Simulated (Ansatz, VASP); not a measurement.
InSe: VASP beside Ansatz

INCAR

```
SYSTEM = InSe
ALGO     = Normal         ! electronic algorithm
DIPOL    = 0.5 0.5 0.408
EDIFF    = 1E-7           ! SCF threshold, eV
ENCUT    = 520            ! plane-wave cutoff, eV
GGA      = PE             ! functional
IDIPOL   = 3            
ISIF     = 2              ! what is computed and relaxed
ISMEAR   = 0              ! smearing method
IVDW     = 12             ! dispersion correction
LASPH    = .True.         ! aspherical terms in the spheres
LCHARG   = .False.        ! write CHGCAR
LDIPOL   = .True.       
LREAL    = .False.        ! projectors in reciprocal space
LWAVE    = .False.        ! write WAVECAR
NBANDS   = 48             ! bands
NELM     = 100            ! most SCF steps
PREC     = Accurate       ! precision mode
SIGMA    = 0.05           ! smearing width, eV
```

The input KPOINTS:

```
k-points
0
Gamma
  9 9 1
  0 0 0
```

POSCAR

```
InSe
1.0
    4.0266103640      0.0000000000      0.0000000000
   -2.0133051820      3.4871468663      0.0000000000
    0.0000000000      0.0000000000     28.2707108021
Se In
4 4
Direct
    0.0000000000      0.0000000000      0.1591753399
    0.0000000000      0.0000000000      0.3496677346
    0.1111111111      0.2222222222      0.4667500401
    0.1111111111      0.2222222222      0.6572424348
    0.6666666667      0.3333333333      0.2049979895
    0.6666666667      0.3333333333      0.3038451603
    0.7777777778      0.5555555556      0.5125726897
    0.7777777778      0.5555555556      0.6114198605
```

Input for Ansatz:

```yaml
crystal:
  lattice:
    - [4.026610364, 0.0, 0.0]
    - [-2.013305182, 3.4871468663, 0.0]
    - [0.0, 0.0, 28.2707108021]
  atoms:
    - { symbol: Se, position: [0.0, 0.0, 0.1591753399] }
    - { symbol: In, position: [0.6666666667, 0.3333333333, 0.2049979895] }
    - { symbol: In, position: [0.6666666667, 0.3333333333, 0.3038451603] }
    - { symbol: Se, position: [0.0, 0.0, 0.3496677346] }
    - { symbol: Se, position: [0.1111111111, 0.2222222222, 0.4667500401] }
    - { symbol: In, position: [0.7777777778, 0.5555555556, 0.5125726897] }
    - { symbol: In, position: [0.7777777778, 0.5555555556, 0.6114198605] }
    - { symbol: Se, position: [0.1111111111, 0.2222222222, 0.6572424348] }
basis:
  ecutwfc: 420
kpoints:
  mp_grid: { grid: [9, 9, 1] }
hamiltonian:
  xc: pbe
  pseudopotentials: { kind: paw, azcp: { folder: soft_1 } }
  dispersion: d3bj
scf:
  occupations: { method: gaussian, width: 0.05 }
output:
  forces: true
  eigenvalues: true
efield:
  axis: 3
  dipole_correction: true
  ramp_width: 0.04
```

Alike in both runs: task single point; functional PBE; dispersion D3(BJ); k mesh 9 × 9 × 1; occupations gaussian, width 0.05 eV; no spin polarisation.

```csv
,VASP,Ansatz
version,VASP 6.6.1,Ansatz 0.2.0
potentials or method,"VASP PAW PBE potentials, release 64 (Se, In_d), cutoff 520 eV","scalar-relativistic, plane waves, PAW"
valence electrons in the cell,76,116
```

|  | VASP | Ansatz | Ansatz less VASP |
| --- | --- | --- | --- |
| gap on the k mesh at the Fermi level (eV) | 1.03 | 1.04 | +0.010 |
| least direct gap on the mesh (eV) | 1.10 | 1.10 | +0.009 |
| rms of the force components (eV/Å) | 0.042 | 0.044 | +0.0023 |

VASP's potentials hold 76 valence electrons a cell and Ansatz's 116, so a difference there can come from the potentials and not from the codes.
